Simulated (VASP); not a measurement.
A run of VASP 6.6.1 is set up as follows.

The input INCAR:

```
ALGO = Normal
EDIFF = 1E-6
ENCUT = 520
GGA = PS
ISIF = 2
ISMEAR = -1
LASPH = True
LCHARG = False
LREAL = False
LWAVE = False
NBANDS = 18
NELM = 100
PREC = Accurate
SIGMA = 0.05
```

The input KPOINTS:

```
k-points
0
Gamma
  8 8 8
```

The input POSCAR:

```
InPd
1.0
    3.2468365955      0.0000000000      0.0000000000
    0.0000000000      3.2468365955      0.0000000000
    0.0000000000      0.0000000000      3.2468365955
In Pd
1 1
Direct
    0.0000000000      0.0000000000      0.0000000000
    0.5000000000      0.5000000000      0.5000000000
```

Potentials or basis: VASP PAW PBE potentials, release 64 (In_d, Pd).

The run is started by

```console
$ cat potpaw_PBE.64/In_d/POTCAR potpaw_PBE.64/Pd/POTCAR > POTCAR
$ mpirun -np 1 vasp_std > vasp.out
```

What does it give for the pressure?

0.2 GPa.

Predict the band gap on the k mesh.

zero (an odd number of electrons rules out a gap without spin polarisation).

Caveat: the PAW data sets were made with another functional, which shifts forces and pressure a little; spin-orbit coupling is left out, which moves the levels of the heavy elements.
